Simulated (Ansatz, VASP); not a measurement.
Ni: VASP beside Ansatz

```
Ni
1.0
     0.00000    1.75969    1.75969
     1.75969    0.00000    1.75969
     1.75969    1.75969    0.00000
Ni
1
Direct
  0.00000 0.00000 0.00000
```

Alike in both runs: task single point; functional PBE; k mesh 15 × 15 × 15; occupations methfessel-paxton of order 1, width 0.3 eV; collinear spin.

|  | VASP | Ansatz |
| --- | --- | --- |
| version | VASP 6.6.1 | Ansatz 0.2.0 |
| potentials or method | VASP PAW PBE potentials, release 64 (Ni), cutoff 520 eV | plane waves (420 eV) with PAW, scalar-relativistic |
| valence electrons in the cell | 10 | 18 |

```tsv
	VASP	Ansatz	Ansatz less VASP
pressure (GPa)	-0.2	-0.1	+0.08
net moment per atom (μB)	0.65	0.66	+0.010
size of the moment on the site where the two differ most (μB)	0.66	0.70	+0.038
```

Site moments also hang on the region over which each program counts them. With one functional, cell and mesh, what is left measures potentials, basis and numerics. VASP's potentials hold 10 valence electrons a cell and Ansatz's 18, so a difference there can come from the potentials and not from the codes. Ansatz's warnings: stability check not made.
